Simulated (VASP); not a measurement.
Wanted: the native input for a VASP 6.6.1 run.

```
Task                   : single point
Functional             : PBE
Potentials or basis    : VASP PAW PBE potentials, release 64 (B, P)
Cutoff                 : 520 eV
k mesh                 : 10 × 10 × 10
Occupations            : gaussian, width 0.05 eV
Spin                   : no spin polarisation
Dipole correction      : no
Further INCAR settings : ALGO = Normal; EDIFF = 1e-07; NBANDS = 11
```

The structure of BP lies in POSCAR:

```
BP
1.0
    0.0000000000      2.4505200000      2.0874800000
    2.4505200000      0.0000000000      2.0874800000
    2.4505200000      2.4505200000      0.0000000000
B P
1 1
Direct
    0.0000000000      0.0000000000      0.0000000000
    0.7500000000      0.7500000000      0.7500000000
```

This cell differs from its parent crystal: strain +0.080 along x and y, -0.080 along z.

These files were run (other wordings do the same):

INCAR

```
SYSTEM = BP
PREC     = Accurate       ! precision mode
ENCUT    = 520            ! plane-wave cutoff, eV
EDIFF    = 1E-7           ! SCF threshold, eV
ISMEAR   = 0              ! smearing method
SIGMA    = 0.05           ! smearing width, eV
LREAL    = .False.        ! projectors in reciprocal space
LASPH    = .True.         ! aspherical terms in the spheres
NELM     = 100            ! most SCF steps
ALGO     = Normal         ! electronic algorithm
ISIF     = 2              ! what is computed and relaxed
LWAVE    = .False.        ! write WAVECAR
LCHARG   = .False.        ! write CHGCAR
GGA      = PE             ! functional
NBANDS   = 11             ! bands
```

KPOINTS

```
Automatic mesh
0
Gamma
  10 10 10
  0 0 0
```

Potentials or basis: VASP PAW PBE potentials, release 64 (B, P).

Command:

```bash
$ cat potpaw_PBE.64/B/POTCAR potpaw_PBE.64/P/POTCAR > POTCAR
$ mpirun -np 1 vasp_std > vasp.out
```

Results of the run:

```json
{
  "Pressure": "-9.7 GPa",
  "Band gap on the k mesh": "zero (band 4 reaches 7.51 eV, above the bottom of band 5 at 6.67 eV)"
}
```

Caveat: the cell differs from its parent crystal (strain +0.080 along x and y, -0.080 along z).

It took 11 s on 1 thread of Intel(R) Xeon(R) Platinum 8488C (Sapphire Rapids) (shared host), peak memory 0.15 GiB.
